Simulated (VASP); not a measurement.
Here is a VASP 6.6.1 calculation.

Contents of POSCAR:

```
NaF
1.0
    0.0000000000      2.2660903051      2.2660903051
    2.2660903051      0.0000000000      2.2660903051
    2.2660903051      2.2660903051      0.0000000000
Na F
1 1
Direct
    0.0000000000      0.0000000000      0.0000000000
    0.5000000000      0.5000000000      0.5000000000
```

Contents of INCAR.step1:

```
ALGO = Normal
EDIFF = 1E-4
ENCUT = 520
GGA = PE
ISMEAR = 0
LASPH = T
LCHARG = F
LREAL = F
LWAVE = T
NBANDS = 14
NELM = 100
PREC = Accurate
SIGMA = 0.05
```

Contents of INCAR.step2:

```
ALGO = Normal
EDIFF = 1E-6
ENCUT = 520
ISIF = 2
ISMEAR = 0
ISTART = 1
LASPH = T
LCHARG = F
LMIXTAU = T
LREAL = F
LWAVE = F
METAGGA = R2SCAN
NBANDS = 14
NELM = 100
PREC = Accurate
SIGMA = 0.05
```

KPOINTS

```
k-points
0
Gamma
  8 8 8
```

Potentials or basis: VASP PAW PBE potentials, release 64 (Na_pv, F).

Run with:

```console
$ cat potpaw_PBE.64/Na_pv/POTCAR potpaw_PBE.64/F/POTCAR > POTCAR
$ cp INCAR.step1 INCAR
$ mpirun -np 1 vasp_std > vasp.out
$ cp INCAR.step2 INCAR
$ mpirun -np 1 vasp_std > vasp.out
```

**Question.** What does it give for the band gap on the k mesh?

**Answer.** 7.57 eV, direct.

**Question.** What does it give for the pressure?

**Answer.** 1.8 GPa.

Caveat: the PAW data sets were made with another functional, which shifts forces and pressure a little.
